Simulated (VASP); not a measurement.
Wanted: the native input for a VASP 6.6.1 run.

| Property | Result |
| --- | --- |
| Task | single point |
| Functional | revPBE |
| Dispersion | D4 |
| Potentials or basis | VASP PAW PBE potentials, release 64 (Mg_sv, C) |
| Cutoff | 840 eV |
| k mesh | 7 × 7 × 6 |
| Occupations | gaussian, width 0.01 eV |
| Spin | no spin polarisation |
| Dipole correction | no |
| Further INCAR settings | ALGO = Normal; EDIFF = 1e-06; NBANDS = 27 |

The structure of MgC2 lies in POSCAR:

```
MgC2
1.0
    4.0027668699      0.0000000000      0.0000000000
    0.0000000000      4.0027668699      0.0000000000
    0.0000000000      0.0000000000      5.0527161180
Mg C
2 4
Direct
    0.0000000000      0.0000000000      0.5000000000
    0.5000000000      0.5000000000      0.0000000000
    0.3876550000      0.6123450000      0.5000000000
    0.6123450000      0.3876550000      0.5000000000
    0.8876550000      0.8876550000      0.0000000000
    0.1123450000      0.1123450000      0.0000000000
```

These files were run (other wordings do the same):

INCAR

```
ALGO     = Normal         # electronic algorithm
EDIFF    = 1E-6           # SCF threshold, eV
ENCUT    = 840            # plane-wave cutoff, eV
GGA      = RE             # functional
GGA_COMPAT= F            
ISIF     = 2              # what is computed and relaxed
ISMEAR   = 0              # smearing method
IVDW     = 13             # dispersion correction
LASPH    = T              # aspherical terms in the spheres
LCHARG   = T              # write CHGCAR
LELF     = T              # ELF
LREAL    = F              # projectors in reciprocal space
LVHAR    = T            
LWAVE    = F              # write WAVECAR
NBANDS   = 27             # bands
NELM     = 120            # most SCF steps
PREC     = Accurate       # precision mode
SIGMA    = 0.01           # smearing width, eV
```

KPOINTS

```
k-points
0
Gamma
  7 7 6
```

Potentials or basis: VASP PAW PBE potentials, release 64 (Mg_sv, C).

The run is started by

```bash
$ cat potpaw_PBE.64/Mg_sv/POTCAR potpaw_PBE.64/C/POTCAR > POTCAR
$ mpirun -np 1 vasp_std > vasp.out
```

It gave:

| Item | Value |
| --- | --- |
| Pressure | -6.5 GPa |
| Largest force | 0.784 eV/Å |
| Band gap on the k mesh | 2.67 eV (least direct gap 3.00 eV) |
| Dispersion energy per atom | -0.356 eV |

Caveat: the cell stands under tension; the PAW data sets were made with another functional, which shifts forces and pressure a little.

Wall time 100 s on 1 thread of AMD EPYC 9R14 (Zen 4), on a shared host, peak memory 0.3 GiB.
